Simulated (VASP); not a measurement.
PC2: relaxation of cell and atoms with PBE

PC2:

```
CELL_PARAMETERS angstrom
2.15000 -4.20000 0.00000
2.15000 4.20000 0.00000
-0.44449 0.00000 5.08059
ATOMIC_POSITIONS crystal
P 0.86000 0.86000 0.81400
P 0.14000 0.14000 0.18600
C 0.48900 0.84100 0.97000
C 0.51100 0.15900 0.03000
C 0.15900 0.51100 0.03000
C 0.84100 0.48900 0.97000
```

```
Program                : VASP 6.6.1
Task                   : relaxation of cell and atoms
Functional             : PBE
Potentials or basis    : VASP PAW PBE potentials, release 64 (P, C_h)
Cutoff                 : 1300 eV
k mesh                 : 4 × 4 × 3
Occupations            : gaussian, width 0.2 eV
Spin                   : no spin polarisation
Dipole correction      : no
Further INCAR settings : ALGO = Normal; EDIFF = 1e-07; IBRION = 2; EDIFFG = -0.08; NSW = 36; ISIF = 3
```

```json
{
 "Relaxed volume": "15.66 Å³/atom",
 "Relaxed cell": "a = 4.712 Å, b = 4.712 Å, c = 4.933 Å, α = 91.14°, β = 91.14°, γ = 120.88°",
 "Space group after relaxing (to 0.1 Å)": "C2/m (No. 12)",
 "Energy gained by relaxing": "219.3 meV/atom",
 "Ionic steps": "19",
 "Pressure after relaxing": "-0.3 GPa",
 "Largest force after relaxing": "0.035 eV/Å",
 "Band gap on the k mesh": "zero (bands 13 and 14 overlap by 0.09 eV)"
}
```

Forces on the atoms (eV/Å):
```
P   -0.027  0.000  0.022
P    0.027  0.000 -0.022
C   -0.010  0.002  0.002
C    0.010 -0.002 -0.002
C    0.010  0.002 -0.002
C   -0.010 -0.002  0.002
```

Stress tensor (GPa, compression positive):
```
-0.41  0.00 -0.36
 0.00 -0.25  0.00
-0.36  0.00 -0.22
```

The path:
```
step  energy change (eV)  largest force (eV/Å)  pressure (GPa)  volume (Å³)
   1              0.0000                2.3053           -6.66        91.76
   2              0.3309                7.5522           25.43        83.22
   3             -0.7011                1.4522            4.99        87.76
   4             -0.7033                1.4210            5.74        87.56
   5             -1.0565                1.7087            1.39        90.65
   6             -1.0841                1.2498            2.03        90.04
   7             -1.1083                1.2877           -1.40        93.74
   8             -1.1808                0.4830           -0.04        92.00
   9             -1.2660                0.4579            0.10        93.05
  10             -1.2700                0.6053            0.16        93.34
  11             -1.2928                0.3987           -0.89        94.00
  12             -1.2952                0.2504           -0.68        93.84
  13             -1.3070                0.3016            0.33        93.41
  14             -1.3072                0.2616            0.20        93.46
  15             -1.3123                0.1493            0.47        93.48
  16             -1.3125                0.1225            0.43        93.48
  17             -1.3144                0.1204           -0.32        93.91
  18             -1.3144                0.1212           -0.41        93.96
  19             -1.3161                0.0349           -0.29        93.93
```

Final structure:
```
CELL_PARAMETERS angstrom
2.32391 -4.09865 0.06122
2.32391 4.09865 0.06122
-0.32923 0.00000 4.92225
ATOMIC_POSITIONS crystal
P 0.81985 0.81985 0.85272
P 0.18015 0.18015 0.14728
C 0.46945 0.83614 0.98468
C 0.53055 0.16386 0.01532
C 0.16386 0.53055 0.01532
C 0.83614 0.46945 0.98468
```

Levels at points of the mesh, in eV from the Fermi level:
| k point | band 9 | band 10 | band 11 | band 12 | band 13 | band 14 | band 15 | band 16 | band 17 |
| --- | --- | --- | --- | --- | --- | --- | --- | --- | --- |
| (0.00, 0.00, 0.00) | -3.16 | -3.08 | -2.12 | -1.84 | -0.98 | 0.84 | 3.11 | 3.93 | 5.26 |
| (0.50, 0.00, 0.00) | -5.44 | -4.51 | -2.35 | -2.15 | -1.15 | 2.17 | 2.37 | 3.65 | 4.19 |
| (0.50, 0.50, 0.00) | -4.27 | -4.10 | -3.09 | -2.92 | -0.54 | 0.07 | 2.99 | 3.46 | 4.72 |

Run time: 22 min on 1 thread of Intel(R) Xeon(R) Platinum 8259CL CPU @ 2.50GHz (Skylake/Cascade Lake), on a shared host, peak memory 0.53 GiB.

Caveat: the k points lie up to 0.42 Å⁻¹ apart in the final cell; this functional lacks dispersion, which binds layers or chains, so the pressure and a relaxed spacing across them are unreliable; the relaxation stopped at a loose force limit of 0.08 eV/Å, so its end isn't a converged minimum.
